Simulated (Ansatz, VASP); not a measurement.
Ga3AsP2: VASP beside Ansatz

```
Ga P As
1.0
    -1.97353    1.97353    8.38292
     1.97353   -1.97353    8.38292
     1.97353    1.97353   -8.38292
Ga P As
3 2 1
Direct
  0.83747 0.83747 0.00000
  0.50000 0.50000 0.00000
  0.16253 0.16253 0.00000
  0.41870 0.91870 0.50000
  0.08130 0.58130 0.50000
  0.75000 0.25000 0.50000
```

Alike in both runs: functional PBE; k mesh 10 × 10 × 10; occupations gaussian, width 0.02 eV; no spin polarisation.

Ansatz relaxed the structure, and its values are those at the end. VASP's run is a single point on that final structure, the one shown.

|  | VASP | Ansatz |
| --- | --- | --- |
| version | VASP 6.6.1 | Ansatz 0.2.0 |
| potentials or method | VASP PAW PBE potentials, release 64 (Ga_d, P, As), cutoff 520 eV | scalar-relativistic, plane waves, PAW |
| valence electrons in the cell | 54 | 64 |

VASP gave:

* gap on the k mesh at the Fermi level (eV): 1.04
* least direct gap on the mesh (eV): 1.04
* pressure (GPa): 0.1
* rms of the force components (eV/Å): 0.005

Question: Estimate Ansatz's values.

Answer: gap on the k mesh at the Fermi level (eV): 1.04; least direct gap on the mesh (eV): 1.04; pressure (GPa): 0.0; rms of the force components (eV/Å): 0.000.

VASP's potentials hold 54 valence electrons a cell and Ansatz's 64, so a difference there can come from the potentials and not from the codes.
